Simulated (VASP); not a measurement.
An input for VASP 6.6.1 (CaSe):

The input INCAR:

```
PREC     = Accurate       # precision mode
ENCUT    = 500            # plane-wave cutoff, eV
EDIFF    = 1E-6           # SCF threshold, eV
ISMEAR   = -4             # smearing method
SIGMA    = 0.1            # smearing width, eV
LREAL    = False          # projectors in reciprocal space
LASPH    = True           # aspherical terms in the spheres
NELM     = 120            # most SCF steps
ALGO     = Normal         # electronic algorithm
ISIF     = 2              # what is computed and relaxed
LWAVE    = False          # write WAVECAR
LCHARG   = False          # write CHGCAR
GGA      = PS             # functional
NBANDS   = 15             # bands
ISYM     = 0            
GGA_COMPAT= False
```

File KPOINTS:

```
Automatic mesh
0
Gamma
  2 2 2
  0.07 0.87 0.11
```

File POSCAR:

```
CaSe
1.0
    0.0000000000      2.9702381052      2.9702381052
    2.9702381052      0.0000000000      2.9702381052
    2.9702381052      2.9702381052      0.0000000000
Ca Se
1 1
Direct
    0.0000000000      0.0000000000      0.0000000000
    0.5000000000      0.5000000000      0.5000000000
```

Potentials or basis: VASP PAW PBE potentials, release 64 (Ca_sv, Se).

Launch:

```bash
$ cat potpaw_PBE.64/Ca_sv/POTCAR potpaw_PBE.64/Se/POTCAR > POTCAR
$ mpirun -np 1 vasp_std > vasp.out
```

**Question.** What does the program do with it?

**Answer.** The run stopped without a result. It printed:

OUTCAR:

```text
PREC = Accurate
   ENCUT = 500
   EDIFF = 1E-6
   ISMEAR = -4
   LREAL = False
   LASPH = True
   NELM = 120
   ISIF = 2
   GGA = PS
   ISYM = 0
[... 59 lines left out ...]
|     E        R    R   R    R   O     O  R    R      ###     ###     ###     |
|     EEEEEEE  R     R  R     R  OOOOOOO  R     R     ###     ###     ###     |
|                                                                             |
|     IBZKPT: unable to construct a generating k-lattice suitable for use     |
|     with the tetrahedron method                                             |
|     ... use a different smearing method                                     |
|     ... and/or try setting KBLOWUP=.FALSE.                                  |
|     ... and/or try a Gamma-centered k-lattice                               |
|     ... and/or try a different shift                                        |
|                                                                             |
|       ---->  I REFUSE TO CONTINUE WITH THIS SICK JOB ... BYE!!! <----       |
|                                                                             |
 -----------------------------------------------------------------------------
```

On the terminal:

```text
POSCAR found type information on POSCAR CaSe
 POSCAR found :  2 types and       2 ions
[... 27 lines left out ...]

1
```
